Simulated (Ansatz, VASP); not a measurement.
# H in VASP and in Ansatz

Contents of POSCAR:

```
H
1.0
   -1.7147090548      1.7147090548      2.0032087376
    1.7147090548     -1.7147090548      2.0032087376
    1.7147090548      1.7147090548     -2.0032087376
H
2
Direct
    0.9098622900      0.9098622900      0.0000000000
    0.0901377100      0.0901377100      0.0000000000
```

The input INCAR.step1:

```
SYSTEM = H
PREC = Accurate ; ENCUT = 520
ISMEAR = 0 ; SIGMA = 0.05
LREAL = .FALSE. ; LASPH = .TRUE.
NELM = 60 ; NBANDS = 8
GGA = PE ; ALGO = Normal
EDIFF = 1E-4 ; LWAVE = .TRUE.
LCHARG = .FALSE.
```

INCAR.step2

```
SYSTEM = H
PREC = Accurate ; ENCUT = 520
EDIFF = 1E-7 ; ISMEAR = 0
SIGMA = 0.05 ; LREAL = .FALSE.
LASPH = .TRUE. ; NELM = 60
ALGO = Normal ; ISIF = 2
LWAVE = .FALSE. ; LCHARG = .FALSE.
METAGGA = R2SCAN ; LMIXTAU = .TRUE.
NBANDS = 8 ; ISTART = 1
```

The input KPOINTS:

```
regular mesh
0
G
  10 10 10
  0 0 0
```

Input for Ansatz:

```yaml
crystal:
  lattice:
    - [-1.7147090548, 1.7147090548, 2.0032087376]
    - [1.7147090548, -1.7147090548, 2.0032087376]
    - [1.7147090548, 1.7147090548, -2.0032087376]
  atoms:
    - { symbol: H, position: [0.90986229, 0.90986229, 0.0] }
    - { symbol: H, position: [0.09013771, 0.09013771, 0.0] }
basis:
  ecutwfc: 500
kpoints:
  mp_grid: { grid: [10, 10, 10] }
hamiltonian:
  xc: r2scan
scf:
  occupations: { method: gaussian, width: 0.05 }
output:
  forces: true
  stress: true
  eigenvalues: true
```

Alike in both runs: task single point; functional r2SCAN; k mesh 10 × 10 × 10; occupations gaussian, width 0.05 eV; no spin polarisation.

|  | VASP | Ansatz |
| --- | --- | --- |
| version | VASP 6.6.1 | Ansatz 0.2.0 |
| potentials or method | VASP PAW PBE potentials, release 64 (H), cutoff 520 eV | scalar-relativistic, plane waves, PAW |
| valence electrons in the cell | 2 | 2 |

Ansatz gave:

| Quantity | Value |
| --- | --- |
| gap on the k mesh at the Fermi level (eV) | 9.85 |
| least direct gap on the mesh (eV) | 10.67 |
| pressure (GPa) | 1.5 |
| traceless stress, the component that is largest in VASP (GPa) | 2.54 |
| rms of the force components (eV/Å) | 0.439 |

**Question.** Which values does VASP return?

**Answer.** gap on the k mesh at the Fermi level (eV): 9.87; least direct gap on the mesh (eV): 10.68; pressure (GPa): 1.3; traceless stress, the component that is largest in VASP (GPa): 2.51; rms of the force components (eV/Å): 0.441.

VASP's potentials were made for PBE, not for r2SCAN. Atom by atom the forces differ by 0.002 eV/Å (rms over components).
